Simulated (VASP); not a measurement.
# BeH (Fm-3m) in VASP: single point with PBEsol

Aim: the single point of BeH with PBEsol.

Program: VASP 6.6.1. These are calculated values, not measurements. Logs are shortened: lines on timing, memory, paths and dates and some standing lists are left out, and cuts for length are marked.

### Step 1. The cell of the first run

Symmetry: Fm-3m, No. 225, cubic system. Conventional cell: a = 3.766 Å, b = 3.766 Å, c = 3.766 Å, α = 90.00°, β = 90.00°, γ = 90.00°. Be (site symmetry m-3m) has 6 H at 1.88 Å within 2.5 Å. Within 2.5 Å of H (site symmetry m-3m) lie 6 Be at 1.88 Å.

### Step 2. Single point, PBEsol

INCAR

```
PREC = Accurate
ENCUT = 600
EDIFF = 1E-6
ISMEAR = -1
SIGMA = 0.1
LREAL = F
LASPH = T
NELM = 120
ALGO = Normal
ISIF = 2
LWAVE = F
LCHARG = F
GGA = PS
NBANDS = 8
GGA_COMPAT = F
```

KPOINTS

```
regular mesh
0
Gamma
  15 15 15
```

POSCAR

```
BeH
1.0
    0.0000000000      1.8827640000      1.8827640000
    1.8827640000      0.0000000000      1.8827640000
    1.8827640000      1.8827640000      0.0000000000
Be H
1 1
Direct
    0.0000000000      0.0000000000      0.0000000000
    0.5000000000      0.5000000000      0.5000000000
```

Potentials or basis: VASP PAW PBE potentials, release 64 (Be, H).

Run with:

```console
cat potpaw_PBE.64/Be/POTCAR potpaw_PBE.64/H/POTCAR > POTCAR
mpirun -np 1 vasp_std > vasp.out
```

OUTCAR:

```text
PREC = Accurate
   ENCUT = 600
   EDIFF = 1E-6
   ISMEAR = -1
   LREAL = F
   LASPH = T
   NELM = 120
   ISIF = 2
   GGA = PS

 ion  position               nearest neighbor table
   1  0.000  0.000  0.000-
   2  0.500  0.500  0.500-

  LATTYP: Found a face centered cubic cell.
 ALAT       =     3.7655280000

  Lattice vectors:

 A1 = (   0.0000000000,   1.8827640000,   1.8827640000)
 A2 = (   1.8827640000,   0.0000000000,   1.8827640000)
 A3 = (   1.8827640000,   1.8827640000,   0.0000000000)

Analysis of symmetry for initial positions (statically):
=====================================================================
 Subroutine PRICEL returns:
 Original cell was already a primitive cell.

 Routine SETGRP: Setting up the symmetry group for a
 face centered cubic supercell.

 Subroutine GETGRP returns: Found 48 space group operations
 (whereof 48 operations were pure point group operations)
 out of a pool of 48 trial point group operations.

The static configuration has the point symmetry O_h .

Analysis of symmetry for dynamics (positions and initial velocities):
=====================================================================
 Subroutine PRICEL returns:
 Original cell was already a primitive cell.

 Routine SETGRP: Setting up the symmetry group for a
 face centered cubic supercell.

 Subroutine GETGRP returns: Found 48 space group operations
 (whereof 48 operations were pure point group operations)
 out of a pool of 48 trial point group operations.

The dynamic configuration has the point symmetry O_h .

 Subroutine INISYM returns: Found 48 space group operations
 (whereof 48 operations are pure point group operations),
 and found     1 'primitive' translations

----------------------------------------------------------------------------------------

                                     Primitive cell

  volume of cell :      13.3480

  direct lattice vectors                    reciprocal lattice vectors
     0.000000000  1.882764000  1.882764000    -0.265567007  0.265567007  0.265567007
     1.882764000  0.000000000  1.882764000     0.265567007 -0.265567007  0.265567007
     1.882764000  1.882764000  0.000000000     0.265567007  0.265567007 -0.265567007

  length of vectors
     2.662630384  2.662630384  2.662630384     0.459975549  0.459975549  0.459975549

  position of ions in fractional coordinates (direct lattice)
     0.000000000  0.000000000  0.000000000
     0.500000000  0.500000000  0.500000000

  ion indices of the primitive-cell ions
   primitive index   ion index
                 1           1
                 2           2

----------------------------------------------------------------------------------------

 KPOINTS: regular mesh

Automatic generation of k-mesh.
 Grid dimensions read from file:
 generate k-points for:   15   15   15

 Generating k-lattice:

  Cartesian coordinates                     Fractional coordinates (reciprocal lattice)
    -0.017704467  0.017704467  0.017704467     0.066666667  0.000000000  0.000000000
     0.017704467 -0.017704467  0.017704467     0.000000000  0.066666667  0.000000000
     0.017704467  0.017704467 -0.017704467     0.000000000  0.000000000  0.066666667

  Length of vectors
     0.030665037  0.030665037  0.030665037

  Shift w.r.t. Gamma in fractional coordinates (k-lattice)
     0.000000000  0.000000000  0.000000000

 Subroutine IBZKPT returns following result:
 ===========================================

 Found    120 irreducible k-points:

 Following reciprocal coordinates:
            Coordinates               Weight
  0.000000  0.000000  0.000000      1.000000
  0.066667  0.000000  0.000000      8.000000
  0.133333  0.000000  0.000000      8.000000
  0.200000  0.000000  0.000000      8.000000
  0.266667  0.000000  0.000000      8.000000
  0.333333  0.000000  0.000000      8.000000
[... 16 lines left out ...]
  0.133333  0.133333  0.000000      6.000000
  0.200000  0.133333  0.000000     24.000000
 [... further k-points ...]
   k-points           NKPTS =    120   k-points in BZ     NKDIM =    120   number of bands    NBANDS=      8
   number of dos      NEDOS =    301   number of ions     NIONS =      2
   total plane-waves  NPLWV =  13824
   dimension x,y,z NGX =    24 NGY =   24 NGZ =   24
   dimension x,y,z NGXF=    48 NGYF=   48 NGZF=   48
   ions per type =               1   1
   NGX,Y,Z   is equivalent  to a cutoff of  14.98, 14.98, 14.98 a.u.
   NGXF,Y,Z  is equivalent  to a cutoff of  29.97, 29.97, 29.97 a.u.
 SYSTEM =  unknown system
   PREC   = accura    normal or accurate (medium, high low for compatibility)
   ISTART =      0    job   : 0-new  1-cont  2-samecut
   ICHARG =      2    charge: 1-file 2-atom 10-const
   ISPIN  =      1    spin polarized calculation?
   LNONCOLLINEAR =      F non collinear calculations
   LSORBIT =      F    spin-orbit coupling
   LASPH  =      T    aspherical Exc in radial PAW
   ENCUT  =  600.0 eV  44.10 Ry    6.64 a.u.   5.32  5.32  5.32*2*pi/ulx,y,z
   NELM   =    120;   NELMIN=  2; NELMDL= -5     # of ELM steps
   EDIFF  = 0.1E-05   stopping-criterion for ELM
   LREAL  =      F    real-space projection
   EDIFFG = 0.1E-04   stopping-criterion for IOM
   NSW    =      0    number of steps for IOM
   IBRION =     -1    ionic relax: 0-MD 1-quasi-New 2-CG
   NFREE  =      0    steps in history (QN), initial steepest desc. (CG)
   ISIF   =      2    stress and relaxation
   ISYM   =      2    0-nonsym 1-usesym 2-fastsym
   POTIM  = 0.5000    time-step for ionic-motion
   TEBEG  =    0.0;   TEEND  =   0.0 temperature during run
   PSTRESS=    0.0 pullay stress
   NELECT =       3.0000    total number of electrons
   NUPDOWN=      -1.0000    fix difference up-down
   EMIN   =  10.00;   EMAX   =-10.00  energy-range for DOS
   EFERMI =   0.00;   METHOD = LEGACY
   ISMEAR =    -1;   SIGMA  =   0.10  broadening in eV -4-tet -1-fermi 0-gaus
   EFERMI_NEDOS =   21; number of points for ismear=-14 and -15
   IALGO  =     38    algorithm
   IMIX   =      4    mixing-type and parameters
     AMIX     =   0.40;   BMIX     =  1.00
     AMIX_MAG =   1.60;   BMIX_MAG =  1.00
  volume/ion in A,a.u.               =       6.67        45.04
  Fermi-wavevector in a.u.,A,eV,Ry     =   0.995350  1.880940 13.479599  0.990723
  Thomas-Fermi vector in A             =   2.127365
   LORBIT       =      0    0 simple, 1 ext, 2 COOP (PROOUT), +10 PAW based schemes
   GGA     = PS    functional components
   LHFCALC =     F    Hartree Fock is set to
   AEXX    =    0.0000 exact exchange contribution
   IVDW    =     0    specifies the selected vdW correction
   LEPSILON=     F    determine dielectric tensor
   LRPA    =     F    only Hartree local field effects (RPA)
 non-spin polarized calculation
  energy-cutoff  :      600.00
  volume of cell :       13.35
 maximum number of plane-waves:       459
 NGX is ok and might be reduce to    24
   NGX = 11   NGY = 11   NGZ = 11

 number of electron       3.0000000 magnetization

 Free energy of the ion-electron system (eV)
  ---------------------------------------------------
  ext. energy  EPLUGINS =         0.00000000
  ---------------------------------------------------
  free energy    TOTEN  =        -6.13922828 eV

  energy without entropy =       -6.12748060  energy(sigma->0) =       -6.13335444

 E-fermi :   5.0451     XC(G=0): -10.0337

 val. band max:        5.0362614561   @ k =  -0.3333   0.1333   0.0000
 cond. band min:       5.2118287915   @ k =   0.4667   0.3333   0.0000
 fundamental gap:      0.1755673354
 Fermi energy:         5.0450934122

 k-point     1 :       0.0000    0.0000    0.0000
  band No.  band energies     occupation
      1      -7.3788      2.00000
      2      16.6726      0.00000
      3      16.6726      0.00000
      4      16.6726      0.00000
      5      17.8392      0.00000
      6      24.8841      0.00000
      7      24.8841      0.00000
      8      24.8841      0.00000

 k-point     2 :       0.0667    0.0000    0.0000
  band No.  band energies     occupation
      1      -7.2651      2.00000
      2      15.5852      0.00000
      3      16.5450      0.00000
      4      16.5450      0.00000
      5      17.9995      0.00000
      6      24.0801      0.00000
      7      25.1822      0.00000
      8      25.1822      0.00000

 k-point     3 :       0.1333    0.0000    0.0000
  band No.  band energies     occupation
      1      -6.9259      2.00000
      2      13.4077      0.00000
      3      16.2321      0.00000
      4      16.2321      0.00000
      5      17.7782      0.00000
      6      23.6349      0.00000
      7      25.7397      0.00000
      8      25.7397      0.00000

 k-point     4 :       0.2000    0.0000    0.0000
  band No.  band energies     occupation
      1      -6.3671      2.00000
      2      10.8876      0.00000
      3      15.8661      0.00000
      4      15.8661      0.00000
      5      17.2257      0.00000
      6      23.8626      0.00000
      7      25.2109      0.00000
      8      25.2109      0.00000

 k-point     5 :       0.2667    0.0000    0.0000
  band No.  band energies     occupation
      1      -5.6037      2.00000
      2       8.3761      0.00000
      3      15.5447      0.00000
      4      15.5447      0.00000
      5      16.6042      0.00000
      6      23.9204      0.00000
      7      23.9204      0.00000
      8      24.4659      0.00000

 k-point     6 :       0.3333    0.0000    0.0000
  band No.  band energies     occupation
      1      -4.6724      2.00000
      2       6.0635      0.00008
      3      15.3125      0.00000
      4      15.3125      0.00000
      5      16.0620      0.00000
      6      22.7643      0.00000
      7      22.7643      0.00000
      8      25.2356      0.00000

 k-point     7 :       0.4000    0.0000    0.0000
  band No.  band energies     occupation
      1      -3.6729      2.00000
      2       4.1184      1.99981
      3      15.1745      0.00000
      4      15.1745      0.00000
      5      15.6718      0.00000
      6      21.9351      0.00000
      7      21.9351      0.00000
      8      25.9808      0.00000
[... 133 lines left out ...]
 k-point    20 :      -0.2000    0.0667    0.0000
  band No.  band energies     occupation
      1      -6.0327      2.00000
      2      10.1158      0.00000
      3      14.1011      0.00000
      4      16.4527      0.00000
      5      17.0508      0.00000
      6      23.8770      0.00000
      7      24.1904      0.00000
      8      26.1719      0.00000

 k-point    21 :      -0.1333    0.0667    0.0000
  band No.  band energies     occupation
      1      -6.6625      2.00000
      2      12.6341      0.00000
      3      14.5814      0.00000
      4      16.7293      0.00000
      5      17.6510      0.00000
      6      23.3807      0.00000
      7      25.4523      0.00000
      8      26.7520      0.00000

 k-point    22 :      -0.0667    0.0667    0.0000
  band No.  band energies     occupation
      1      -7.0760      2.00000
      2      14.7281      0.00000
      3      15.3779      0.00000
      4      16.7850      0.00000
      5      17.9996      0.00000
      6      23.4440      0.00000
      7      25.2595      0.00000
      8      26.2291      0.00000

 k-point    23 :       0.1333    0.1333    0.0000
  band No.  band energies     occupation
      1      -6.7709      2.00000
      2      14.7611      0.00000
      3      14.7611      0.00000
      4      15.0137      0.00000
      5      17.5574      0.00000
      6      21.0685      0.00000
      7      27.4840      0.00000
      8      27.5714      0.00000

 k-point    24 :       0.2000    0.1333    0.0000
  band No.  band energies     occupation
      1      -6.3547      2.00000
      2      12.7520      0.00000
      3      14.1169      0.00000
      4      15.1513      0.00000
      5      16.7458      0.00000
      6      20.7124      0.00000
      7      27.0709      0.00000
      8      28.2891      0.00000

 [... further k-points ...]

------------------------ aborting loop because EDIFF is reached ----------------------------------------

  FORCE on cell =-STRESS in cart. coord.  units (eV):
  Direction    XX          YY          ZZ          XY          YZ          ZX
  --------------------------------------------------------------------------------------
  -------------------------------------------------------------------------------------
  Total       -1.1576236     -1.1576236     -1.1576236     -0.0000000      0.0000000     -0.0000000
  in kB     -138.9505564   -138.9505564   -138.9505564     -0.0000000      0.0000000     -0.0000000
  external PRESSURE =    -138.9505564 kB  Pullay stress =       0.0000000 kB

 VOLUME and BASIS-vectors are now :
 -----------------------------------------------------------------------------
  energy-cutoff  :      600.00
  volume of cell :       13.35
      direct lattice vectors                 reciprocal lattice vectors
     0.000000000  1.882764000  1.882764000    -0.265567007  0.265567007  0.265567007
     1.882764000  0.000000000  1.882764000     0.265567007 -0.265567007  0.265567007
     1.882764000  1.882764000  0.000000000     0.265567007  0.265567007 -0.265567007

 POSITION                                       TOTAL-FORCE (eV/Angst)
 -----------------------------------------------------------------------------------
      0.00000      0.00000      0.00000        -0.000000     -0.000000      0.000000
      1.88276      1.88276      1.88276         0.000000      0.000000     -0.000000
 -----------------------------------------------------------------------------------
    total drift:                               -0.000000     -0.000000      0.000000

  FREE ENERGIE OF THE ION-ELECTRON SYSTEM (eV)
  ---------------------------------------------------
  free  energy   TOTEN  =        -6.1392282820 eV

  energy  without entropy=       -6.1274805980  energy(sigma->0) =       -6.13335444
```

Run time: 6.2 s. Hardware: 1 thread of Intel Xeon 6975P-C (Granite Rapids), shared host; peak memory 0.13 GiB.

What came out:

```yaml
Free_energy: -6.1392 eV
Pressure: -13.9 GPa
```

Caveat: the PAW data sets were made with another functional, which shifts forces and pressure a little.
